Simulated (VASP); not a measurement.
Set up this calculation in VASP 6.6.1, as the native input.

```
Task                   : single point
Functional             : LDA
Potentials or basis    : VASP PAW LDA potentials, release 64 (H, C, N)
Cutoff                 : 520 eV
k mesh                 : 3 × 3 × 1
Occupations            : fermi-dirac, width 0.02 eV
Spin                   : no spin polarisation
Dipole correction      : no
Further INCAR settings : LREAL = Auto; ALGO = Normal; EDIFF = 1e-07; NBANDS = 56
```

The structure of H7C16N lies in POSCAR:

```
H7C16N
1.0
    5.0487420000      0.0000000000      0.0000000000
    2.5243710000      4.3723390000      0.0000000000
    0.0000000000      0.0000000000     16.7764260000
H C N
7 16 1
Direct
    0.1666667000      0.1666667000      0.0596075000
    0.6666667000      0.1666667000      0.0596075000
    0.1666667000      0.6666667000      0.0596075000
    0.6666667000      0.6666667000      0.0596075000
    0.0070277656      0.4859194610      0.3429613643
    0.5069657832      0.4861227460      0.3402275073
    0.3347358176     -0.1699578948      0.3823955112
    0.1666667000      0.1666667000      0.1251757000
    0.6666667000      0.1666667000      0.1251757000
    0.1666667000      0.6666667000      0.1251757000
    0.6666667000      0.6666667000      0.1251757000
   -0.1666667000      0.3333333000      0.1558905000
    0.3333333000      0.3333333000      0.1558905000
   -0.1666667000      0.8333333000      0.1558905000
    0.3333333000      0.8333333000      0.1558905000
   -0.1613625685      0.3350255323      0.2473939872
    0.3263283782      0.3350157992      0.2474016918
   -0.1716589702      0.8432984368      0.2576377731
    0.3386509675      0.8226895693      0.2420497089
    0.0279284843      0.0053551050      0.2793633227
    0.4667056767      0.0053630491      0.2793561587
   -0.0055735272      0.5111407405      0.2776371436
    0.5049891206      0.4900124209      0.2743494959
    0.2325121363      0.0344051406      0.3523879945
```

These files were run (other wordings do the same):

INCAR

```
SYSTEM = H7C16N
PREC = Accurate ; ENCUT = 520
EDIFF = 1E-7 ; ISMEAR = -1
SIGMA = 0.02 ; LREAL = Auto
LASPH = .True. ; NELM = 100
ALGO = Normal ; ISIF = 2
LWAVE = .False. ; LCHARG = .False.
GGA = CA ; NBANDS = 56
```

KPOINTS

```
Automatic mesh
0
Gamma
  3 3 1
  0 0 0
```

Potentials or basis: VASP PAW LDA potentials, release 64 (H, C, N).

Command:

```bash
$ cat potpaw_LDA.64/H/POTCAR potpaw_LDA.64/C/POTCAR potpaw_LDA.64/N/POTCAR > POTCAR
$ mpirun -np 1 vasp_std > vasp.out
```

Results of the run:

| Item | Value |
| --- | --- |
| Largest force | 3.375 eV/Å |
| Band gap on the k mesh | 3.04 eV |

Caveat: the k points lie up to 0.48 Å⁻¹ apart.

It took 2.4 min on 1 thread of Intel(R) Xeon(R) 6975P-C (Granite Rapids) (shared host), peak memory 0.39 GiB.
